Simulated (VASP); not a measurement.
Write the native input for VASP 6.6.1 that does the following.

```
Task                   : relaxation of cell and atoms
Functional             : PBE
Potentials or basis    : VASP PAW PBE potentials, release 64 (Ca_sv, Zr_sv)
Cutoff                 : 600 eV
k mesh                 : 4 × 4 × 4
Occupations            : gaussian, width 0.1 eV
Spin                   : no spin polarisation
Dipole correction      : no
Further INCAR settings : ALGO = Fast; EDIFF = 1e-07; IBRION = 2; EDIFFG = -0.04; NSW = 90; ISIF = 3
```

The structure of CaZr lies in POSCAR:

```
CaZr
1.0
    5.5710258011      0.0000000000      0.0000000000
    0.0000000000      5.5710258011      0.0000000000
    0.0000000000      0.0000000000      5.5710258011
Ca Zr
4 4
Direct
    0.8440000000      0.8440000000      0.8440000000
    0.6560000000      0.1560000000      0.3440000000
    0.3440000000      0.6560000000      0.1560000000
    0.1560000000      0.3440000000      0.6560000000
    0.1500000000      0.1500000000      0.1500000000
    0.3500000000      0.8500000000      0.6500000000
    0.6500000000      0.3500000000      0.8500000000
    0.8500000000      0.6500000000      0.3500000000
```

One way to write it, as run:

INCAR

```
PREC     = Accurate       # precision mode
ENCUT    = 600            # plane-wave cutoff, eV
EDIFF    = 1E-7           # SCF threshold, eV
ISMEAR   = 0              # smearing method
SIGMA    = 0.1            # smearing width, eV
LREAL    = F              # projectors in reciprocal space
LASPH    = T              # aspherical terms in the spheres
NELM     = 80             # most SCF steps
ALGO     = Fast           # electronic algorithm
ISIF     = 3              # what is computed and relaxed
LWAVE    = F              # write WAVECAR
LCHARG   = F              # write CHGCAR
GGA      = PE             # functional
IBRION   = 2              # ionic algorithm
NSW      = 90             # ionic steps
EDIFFG   = -0.04          # ionic threshold
```

KPOINTS

```
Automatic mesh
0
Gamma
  4 4 4
```

Potentials or basis: VASP PAW PBE potentials, release 64 (Ca_sv, Zr_sv).

Command:

```bash
$ cat potpaw_PBE.64/Ca_sv/POTCAR potpaw_PBE.64/Zr_sv/POTCAR > POTCAR
$ mpirun -np 1 vasp_std > vasp.out
```

It gave:

```yaml
Relaxed_volume: 28.86 Å³/atom
Relaxed_cell: a = 6.135 Å, b = 6.135 Å, c = 6.135 Å, α = 90.00°, β = 90.00°, γ = 90.00°
Space_group_after_relaxing_to_0.1_Å: P2_13 (No. 198)
Energy_gained_by_relaxing: 348.3 meV/atom
Ionic_steps: 6
Pressure_after_relaxing: -0.1 GPa
Largest_force_after_relaxing: 0.020 eV/Å
Band_gap_on_the_k_mesh: zero (bands 44 and 45 overlap by 0.18 eV)
```

Caveat: the volume moved by over 15 % at a fixed basis, so the end points are rough.

It took 23 min on 1 thread of Intel(R) Xeon(R) 6975P-C (Granite Rapids), on a shared host, peak memory 0.41 GiB.
